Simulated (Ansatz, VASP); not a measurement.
Two plane-wave programs on CdF2

The input INCAR:

```
SYSTEM = CdF2
  ALGO = Normal
  EDIFF = 1E-6
  ENCUT = 600
  GGA = PE
  GGA_COMPAT = .False.
  ISIF = 2
  ISMEAR = -1
  LASPH = .True.
  LCHARG = .True.
  LELF = .True.
  LREAL = .False.
  LVHAR = .True.
  LWAVE = .False.
  NBANDS = 24
  NELM = 120
  PREC = Accurate
  SIGMA = 0.02
```

Contents of KPOINTS:

```
k-points
0
Gamma
  8 8 8
  0 0 0
```

File POSCAR:

```
CdF2
1.0
    0.0000000000      2.7383621950      2.6941776810
    2.7383621950      0.0000000000      2.6941776810
    2.7383621950      2.7383621950      0.0000000000
Cd F
1 2
Direct
    0.0000000000      0.0000000000      0.0000000000
    0.2500000000      0.2500000000      0.2500000000
    0.7500000000      0.7500000000      0.7500000000
```

Input for Ansatz:

```yaml
crystal:
  lattice:
    - [0.0, 2.738362195, 2.694177681]
    - [2.738362195, 0.0, 2.694177681]
    - [2.738362195, 2.738362195, 0.0]
  atoms:
    - { symbol: Cd, position: [0.0, 0.0, 0.0] }
    - { symbol: F, position: [0.25, 0.25, 0.25] }
    - { symbol: F, position: [0.75, 0.75, 0.75] }
kpoints:
  mp_grid: { grid: [8, 8, 8] }
  band_path:
    path:
      - [0.0, 0.0, 0.0]
      - [0.5, 0.0, 0.5]
      - [0.625, 0.25, 0.625]
      - [0.375, 0.375, 0.75]
      - [0.5, 0.5, 0.5]
      - [0.5, 0.25, 0.75]
    npoints: 1
hamiltonian:
  xc: pbe
scf:
  occupations: { method: fermi_dirac, width: 0.02 }
  n_extra_bands: 4
output:
  forces: true
  stress: true
  eigenvalues: true
```

Change from the starting cell: biaxial_xy strain +1.6%.

Alike in both runs: task single point; functional PBE; k mesh 8 × 8 × 8; occupations fermi-dirac, width 0.02 eV; no spin polarisation.

```csv
,VASP,Ansatz
version,VASP 6.6.1,Ansatz 0.2.0
potentials or method,"VASP PAW PBE potentials, release 64 (Cd_sv_GW, F)","plane waves, PAW"
plane-wave cutoff (eV),600,420
valence electrons in the cell,34,34
```

```tsv
	VASP	Ansatz	Ansatz less VASP
gap on the k mesh at the Fermi level (eV)	2.96	2.97	+0.013
pressure (GPa)	1.0	1.8	+0.80
traceless stress, the component that is largest in VASP (GPa)	1.16	1.16	0.000
```

The functional is the same, so the differences come from potentials, cutoffs and numerics.
